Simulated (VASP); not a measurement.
A run of VASP 6.6.1 is set up as follows.

Contents of INCAR:

```
SYSTEM = SiC
ALGO     = Normal         ! electronic algorithm
EDIFF    = 1E-6           ! SCF threshold, eV
EDIFFG   = -0.002         ! ionic threshold
ENCUT    = 600            ! plane-wave cutoff, eV
GGA      = PS             ! functional
IBRION   = 2              ! ionic algorithm
ISIF     = 3              ! what is computed and relaxed
ISMEAR   = 0              ! smearing method
LASPH    = .TRUE.         ! aspherical terms in the spheres
LCHARG   = .FALSE.        ! write CHGCAR
LREAL    = .FALSE.        ! projectors in reciprocal space
LWAVE    = .FALSE.        ! write WAVECAR
NELM     = 100            ! most SCF steps
NSW      = 100            ! ionic steps
PREC     = Accurate       ! precision mode
PSTRESS  = 100.0        
SIGMA    = 0.01           ! smearing width, eV
```

The input KPOINTS:

```
k-points
0
G
  8 8 6
  0 0 0
```

File POSCAR:

```
SiC
1.0
    3.0757704001      0.0000000000      0.0000000000
   -1.5378852001      2.6636953027      0.0000000000
    0.0000000000      0.0000000000      5.0475326534
Si C
2 2
Direct
    0.3333333333      0.6666666667      0.0045934394
    0.6666666667      0.3333333333      0.5045934394
    0.3333333333      0.6666666667      0.3804065606
    0.6666666667      0.3333333333      0.8804065606
```

Potentials or basis: VASP PAW PBE potentials, release 64 (Si, C).

The run is started by

```bash
$ cat potpaw_PBE.64/Si/POTCAR potpaw_PBE.64/C/POTCAR > POTCAR
$ mpirun -np 1 vasp_std > vasp.out
```

(1) Estimate the band gap on the k mesh.

(2) What does it give for the space group after relaxing (to 0.05 Å)?

Results:

(1) 2.31 eV, indirect (least direct gap 3.93 eV).

(2) P6_3mc (No. 186).

Caveat: the cell is relaxed towards a set pressure, so the enthalpy falls and the energy may rise.
